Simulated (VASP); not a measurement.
A run of VASP 6.6.1 is set up as follows.

File INCAR:

```
SYSTEM = Sc
PREC = Accurate
ENCUT = 520
EDIFF = 1E-6
ISMEAR = 0
SIGMA = 0.1
LREAL = .False.
LASPH = .True.
NELM = 80
ALGO = Normal
ISIF = 2
LWAVE = .False.
LCHARG = .False.
LDIPOL = .True.
IDIPOL = 3
DIPOL = 0.5 0.5 0.500
GGA = PS
NBANDS = 42
```

Contents of KPOINTS:

```
regular mesh
0
Gamma
  12 12 1
  0 0 0
```

The input POSCAR:

```
Sc
1.0
    3.2769193511      0.0000000000      0.0000000000
   -1.6384596755      2.8378954042      0.0000000000
    0.0000000000      0.0000000000     27.7062695259
Sc
6
Direct
    0.6666666667      0.3333333333      0.2727883553
    0.3333333333      0.6666666667      0.3617946596
    0.6666666667      0.3333333333      0.4539717972
    0.3333333333      0.6666666667      0.5460282206
    0.6666666667      0.3333333333      0.6382053209
    0.3333333333      0.6666666667      0.7272116463
```

Potentials or basis: VASP PAW PBE potentials, release 64 (Sc_sv).

Run with:

```sh
$ cat potpaw_PBE.64/Sc_sv/POTCAR > POTCAR
$ mpirun -np 1 vasp_std > vasp.out
```

What does it give for the band gap on the k mesh?

Zero (band 33 reaches 1.35 eV, above the bottom of band 34 at 0.56 eV).

Estimate the largest force.

0.006 eV/Å.

Forces on the atoms (eV/Å):
```
Sc   0.000  0.000 -0.006
Sc   0.000  0.000 -0.002
Sc   0.000  0.000  0.001
Sc   0.000  0.000 -0.001
Sc   0.000  0.000  0.002
Sc   0.000  0.000  0.006
```

Caveat: the PAW data sets were made with another functional, which shifts forces and pressure a little.
